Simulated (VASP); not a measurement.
The system is BeS.

```
Be S
1.0
     0.00000    2.43431    2.43431
     2.43431    0.00000    2.43431
     2.43431    2.43431    0.00000
Be S
1 1
Direct
  0.00000 0.00000 0.00000
  0.25000 0.25000 0.25000
```

Base run:

* Program: VASP 6.6.1
* Functional: HSE06
* Potentials or basis: VASP PAW PBE potentials, release 64 (Be, S)
* Cutoff: 520 eV
* k mesh: 6 × 6 × 6
* Occupations: gaussian, width 0.01 eV
* Spin: no spin polarisation

Its results: band gap on the k mesh 4.08 eV, indirect (least direct gap 6.87 eV); pressure -1.1 GPa.

Task: The run is repeated on the same cell with these changes: functional from HSE06 to PBE0. What comes out?

Result: Band gap on the k mesh 4.80 eV, indirect (least direct gap 7.62 eV); pressure -1.1 GPa.

Caveats: the PAW data sets were made with another functional, which shifts forces and pressure a little.

A k mesh can miss the band edges.
